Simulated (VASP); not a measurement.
# LaSiO (P-6m2) in VASP: a series of runs, part 2 of 2

VASP 6.6.1. The steps go on from the part before.

### Step 3. Relaxation of cell and atoms, PBE

INCAR reads:

```
ALGO     = Normal         # electronic algorithm
EDIFF    = 1E-6           # SCF threshold, eV
EDIFFG   = -0.01          # ionic threshold
ENCUT    = 600            # plane-wave cutoff, eV
GGA      = PE             # functional
IBRION   = 2              # ionic algorithm
ISIF     = 3              # what is computed and relaxed
ISMEAR   = 0              # smearing method
LASPH    = T              # aspherical terms in the spheres
LCHARG   = F              # write CHGCAR
LREAL    = F              # projectors in reciprocal space
LWAVE    = F              # write WAVECAR
NELM     = 100            # most SCF steps
NSW      = 100            # ionic steps
PREC     = Accurate       # precision mode
SIGMA    = 0.1            # smearing width, eV
```

KPOINTS reads:

```
k-points
0
Gamma
  12 12 12
```

POSCAR reads:

```
LaSiO
1.0
    3.8580492945      0.0000000000      0.0000000000
   -1.9290246472      3.3411686981      0.0000000000
    0.0000000000      0.0000000000      4.2208017989
La Si O
1 1 1
Direct
    0.0000000000      0.0000000000      0.5000000000
    0.6666666667      0.3333333333      0.0000000000
    0.3333333333      0.6666666667      0.0000000000
```

Potentials or basis: VASP PAW PBE potentials, release 64 (La, Si, O).

Run with:

```console
$ cat potpaw_PBE.64/La/POTCAR potpaw_PBE.64/Si/POTCAR potpaw_PBE.64/O/POTCAR > POTCAR
$ mpirun -np 1 vasp_std > vasp.out
```

OUTCAR:

```text
EDIFF = 1E-6
   EDIFFG = -0.01
   ENCUT = 600
   GGA = PE
   IBRION = 2
   ISIF = 3
   ISMEAR = 0
   LASPH = T
   LREAL = F
   NELM = 100
   NSW = 100
   PREC = Accurate

 ion  position               nearest neighbor table
   1  0.000  0.000  0.500-   2 3.07   2 3.07   2 3.07   2 3.07   2 3.07   2 3.07
   2  0.667  0.333  0.000-   3 2.23   3 2.23   3 2.23   1 3.07   1 3.07   1 3.07   1 3.07   1 3.07
                             1 3.07
   3  0.333  0.667  0.000-   2 2.23   2 2.23   2 2.23

  LATTYP: Found a hexagonal cell.
 ALAT       =     3.8580492945
 C/A-ratio  =     1.0940248495

  Lattice vectors:

 A1 = (   3.8580492945,   0.0000000000,   0.0000000000)
 A2 = (  -1.9290246472,   3.3411686981,   0.0000000000)
 A3 = (   0.0000000000,   0.0000000000,   4.2208017989)

Analysis of symmetry for initial positions (statically):
[... 343 lines left out ...]
  band No.  band energies     occupation
      1     -23.7557      2.00000
      2     -10.2188      2.00000
      3      -7.5305      2.00000
      4      -7.1412      2.00000
      5      -7.1412      2.00000
      6       2.3976      2.00000
      7       3.7064      2.00000
      8       3.7064      2.00000
      9       4.6408      2.00000
     10       7.6972      2.00000
     11       9.5414      0.00000
     12       9.5414      0.00000
     13      10.3845      0.00000
     14      10.7449      0.00000
[... 377 lines left out ...]
      1     -23.6780      2.00000
      2     -10.2352      2.00000
      3      -7.6426      2.00000
      4      -7.3831      2.00000
      5      -7.3059      2.00000
      6       0.7405      2.00000
      7       3.5141      2.00000
      8       4.3071      2.00000
      9       5.8267      2.00000
     10       7.9203      2.00000
     11       8.5622      2.00000
     12      10.1171      0.00000
     13      10.5393      0.00000
     14      10.7755      0.00000

 [... further k-points ...]
[... 5 lines left out ...]
  --------------------------------------------------------------------------------------
  -------------------------------------------------------------------------------------
  Total        0.0041456      0.0041456      0.0133349      0.0000000      0.0000000      0.0000000
  in kB        0.1223480      0.1223480      0.3935513      0.0000000      0.0000000      0.0000000
  external PRESSURE =       0.2127491 kB  Pullay stress =       0.0000000 kB
[... 18 lines left out ...]
  FREE ENERGIE OF THE ION-ELECTRON SYSTEM (eV)
  ---------------------------------------------------
  free  energy   TOTEN  =       -17.9962424881 eV

  energy  without entropy=      -17.9862511773  energy(sigma->0) =      -17.99124683

 reached required accuracy - stopping structural energy minimisation
```

OSZICAR:

```text
N       E                     dE             d eps       ncg     rms          rms(c)
DAV:   1     0.197589079376E+03    0.19759E+03   -0.92079E+03  3756   0.226E+03
DAV:   2     0.184140339767E+02   -0.17918E+03   -0.17678E+03  5196   0.312E+02
DAV:   3    -0.160298781371E+02   -0.34444E+02   -0.33838E+02  6696   0.147E+02
DAV:   4    -0.185666075605E+02   -0.25367E+01   -0.25009E+01  6688   0.398E+01
[... 38 lines left out ...]
DAV:   2    -0.179965347234E+02    0.76299E-03   -0.28885E-03  5706   0.625E-01    0.107E-01
DAV:   3    -0.179962718811E+02    0.26284E-03   -0.10201E-03  6368   0.402E-01    0.441E-02
DAV:   4    -0.179962428937E+02    0.28987E-04   -0.20236E-04  5774   0.137E-01    0.154E-02
DAV:   5    -0.179962428890E+02    0.46909E-08   -0.25452E-05  6750   0.516E-02    0.795E-03
DAV:   6    -0.179962424881E+02    0.40089E-06   -0.55149E-06  5154   0.181E-02
   5 F= -.17996242E+02 E0= -.17991247E+02  d E =-.446946E-03
```

Run time: 3.1 min. Hardware: 1 thread of Intel Xeon Platinum 8488C (Sapphire Rapids), shared host; peak memory 0.33 GiB.

What came out:

| Item | Value |
| --- | --- |
| Free energy | -17.9962 eV |
| Relaxed volume | 18.10 Å³/atom |
| Relaxed cell | a = 3.872 Å, b = 3.872 Å, c = 4.182 Å, α = 90.00°, β = 90.00°, γ = 120.00° |
| Space group after relaxing (to 0.05 Å) | P-6m2 (No. 187) |
| Energy gained by relaxing | 0.3 meV/atom |
| Ionic steps | 5 |
| Pressure after relaxing | 0.0 GPa |

Step by step:
| step | energy change (eV) | largest force (eV/Å) | pressure (GPa) | volume (Å³) |
| --- | --- | --- | --- | --- |
| 1 | 0.0000 | 0.0000 | -0.23 | 54.41 |
| 2 | -0.0005 | 0.0000 | 0.09 | 54.20 |
| 3 | -0.0005 | 0.0000 | 0.20 | 54.13 |
| 4 | -0.0008 | 0.0000 | 0.13 | 54.20 |
| 5 | -0.0009 | 0.0000 | 0.02 | 54.29 |

Final structure:
```
La Si O
1.0
     3.87177    0.00000    0.00000
    -1.93589    3.35305    0.00000
     0.00000    0.00000    4.18165
La Si O
1 1 1
Cartesian
  0.0000 0.0000 2.0908
  1.9359 1.1177 0.0000
  0.0000 2.2354 0.0000
```

Caveat: an odd number of electrons without spin polarisation forces a metal; a magnetic or distorted state may lie lower.
